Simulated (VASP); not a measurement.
HfN (WC type), 2 atoms in the cell. It takes space group P-6m2 (No. 187, hexagonal). Conventional cell: a = 3.100 Å, b = 3.100 Å, c = 2.912 Å, α = 90.00°, β = 90.00°, γ = 120.00°. Within 3.0 Å of Hf (site symmetry -6m2) lie 6 N at 2.31 Å and 2 Hf at 2.91 Å. Within 3.0 Å of N (site symmetry -6m2) lie 6 Hf at 2.31 Å and 2 N at 2.91 Å. 

| Quantity | Value |
| --- | --- |
| Program | VASP 6.6.1 |
| Task | single point |
| Functional | PBE |
| Potentials or basis | VASP PAW PBE potentials, release 64 (Hf_pv, N) |
| Cutoff | 520 eV |
| k mesh | 15 × 15 × 13 |
| Occupations | fermi-dirac, width 0.05 eV |
| Spin | no spin polarisation |
| Dipole correction | no |
| Further INCAR settings | ALGO = Normal; EDIFF = 1e-06; NBANDS = 14 |

Potentials or basis: VASP PAW PBE potentials, release 64 (Hf_pv, N).

The run is started by

```sh
$ cat potpaw_PBE.64/Hf_pv/POTCAR potpaw_PBE.64/N/POTCAR > POTCAR
$ mpirun -np 1 vasp_std > vasp.out
```

Hardware: 1 thread of Intel Xeon 8259CL, with other jobs on the host.

Estimate the wall time of this run.

It took 56 s on 1 thread of Intel Xeon 8259CL (shared host), peak memory 0.19 GiB. Counts: scf iterations 12, k points 189.
